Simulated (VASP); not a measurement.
Runs of VASP 6.6.1 on TiSnTe3. The structure is that of space group P6/mmm (No. 191), or close to it. The cells are those of the table. 

| task | spin | cell | k mesh | cutoff (eV) | gap on the mesh (eV) | pressure (GPa) |
| --- | --- | --- | --- | --- | --- | --- |
| single point | off | a = 6.171, b = 6.171, c = 5.451 Å, angles 90.0, 90.0, 120.0°, 5 atoms | 6 × 6 × 4 | 520 | none | 0.0 |
| relaxation of cell and atoms | off | relaxed from a = 5.381, b = 5.381, c = 7.154 Å, angles 90.0, 90.0, 120.0°, 5 atoms | 6 × 6 × 4 | 600 | none | 0.0 |
| single point | collinear, ferromagnetic start | a = 6.171, b = 6.171, c = 5.451 Å, angles 90.0, 90.0, 120.0°, 5 atoms | 3 × 3 × 4 | 520 | none | 0.3 |
| single point | off | a = 5.381, b = 5.381, c = 7.154 Å, angles 90.0, 90.0, 120.0°, 5 atoms | 6 × 6 × 4 | 520 | none | (a) |

Alike in all rows: level PBE; potentials or basis VASP PAW PBE potentials, release 64 (Ti_sv, Sn_d, Te); smearing gaussian 0.1 eV.

Fill in the values left out.

(a) 16.0.

Caveats: some runs use coarse meshes; spin-orbit coupling is left out, which moves the levels of the heavy elements.

A k mesh can miss the band edges, and the runs leave out spin-orbit coupling on Sn, Te.

A gap of «none» marks levels without a gap at the run's occupations.
